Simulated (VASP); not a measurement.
Input of a VASP 6.6.1 run:

The input POSCAR:

```
Os
1.0
    2.7023574344      0.0000000000      0.0000000000
   -1.3511787172      2.3403101883      0.0000000000
    0.0000000000      0.0000000000      4.2555159344
Os
2
Direct
    0.3333333333      0.6666666667      0.2500000000
    0.6666666667      0.3333333333      0.7500000000
```

INCAR.step1

```
SYSTEM = Os
PREC = Accurate
ENCUT = 520
ISMEAR = -1
SIGMA = 0.1
LREAL = .FALSE.
LASPH = .TRUE.
NELM = 60
NBANDS = 15
GGA = PE
ALGO = Normal
EDIFF = 1E-4
LWAVE = .TRUE.
LCHARG = .FALSE.
```

INCAR.step2

```
SYSTEM = Os
PREC = Accurate
ENCUT = 520
EDIFF = 1E-6
ISMEAR = -1
SIGMA = 0.1
LREAL = .FALSE.
LASPH = .TRUE.
NELM = 60
ALGO = Normal
ISIF = 2
LWAVE = .FALSE.
LCHARG = .TRUE.
METAGGA = R2SCAN
LMIXTAU = .TRUE.
LELF = .TRUE.
LVHAR = .TRUE.
NBANDS = 15
ISTART = 1
```

Contents of KPOINTS:

```
regular mesh
0
G
  22 22 12
  0 0 0
```

Potentials or basis: VASP PAW PBE potentials, release 64 (Os).

The run is started by

```sh
$ cat potpaw_PBE.64/Os/POTCAR > POTCAR
$ cp INCAR.step1 INCAR
$ mpirun -np 1 vasp_std > vasp.out
$ cp INCAR.step2 INCAR
$ mpirun -np 1 vasp_std > vasp.out
```

What does it give for the pressure?

20.9 GPa.

Estimate the band gap on the k mesh.

zero (bands 8 and 9 overlap by 4.34 eV).

Stress tensor (GPa, compression positive):
```
20.05  0.00  0.00
 0.00 20.05  0.00
 0.00  0.00 22.53
```

Caveat: the cell stands under pressure; the PAW data sets were made with another functional, which shifts forces and pressure a little; spin-orbit coupling is left out, which moves the levels of the heavy elements.
